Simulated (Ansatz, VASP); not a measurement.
# HfO2: VASP beside Ansatz

```
Hf O
1.0
     0.00000    2.39766    2.55750
     2.71734    0.00000    2.55750
     2.71734    2.39766    0.00000
Hf O
1 2
Direct
  0.00000 0.00000 0.00000
  0.25000 0.25000 0.25000
  0.75000 0.75000 0.75000
```

Change from the starting cell: strain +0.0625 x Voigt [1, -1, 0, 0, 0, 0], atoms carried along.

Alike in both runs: task single point; functional PBE; k mesh 8 × 8 × 8; occupations gaussian, width 0.05 eV; no spin polarisation.

|  | VASP | Ansatz |
| --- | --- | --- |
| version | VASP 6.6.1 | Ansatz 0.2.0 |
| potentials or method | VASP PAW PBE potentials, release 64 (Hf_pv, O), cutoff 520 eV | scalar-relativistic, plane waves, PAW |
| valence electrons in the cell | 22 | 38 |

Ansatz gave:

| Property | Result |
| --- | --- |
| gap on the k mesh at the Fermi level (eV) | 2.17 |
| least direct gap on the mesh (eV) | 2.64 |
| pressure (GPa) | -1.0 |
| traceless stress, the component that is largest in VASP (GPa) | 28.47 |

**Question.** What did VASP give for the same quantities?

**Answer.** gap on the k mesh at the Fermi level (eV): 2.16; least direct gap on the mesh (eV): 2.62; pressure (GPa): -4.5; traceless stress, the component that is largest in VASP (GPa): 28.94.

VASP's potentials hold 22 valence electrons a cell and Ansatz's 38, so a difference there can come from the potentials and not from the codes.

Neither program's run includes spin-orbit coupling.
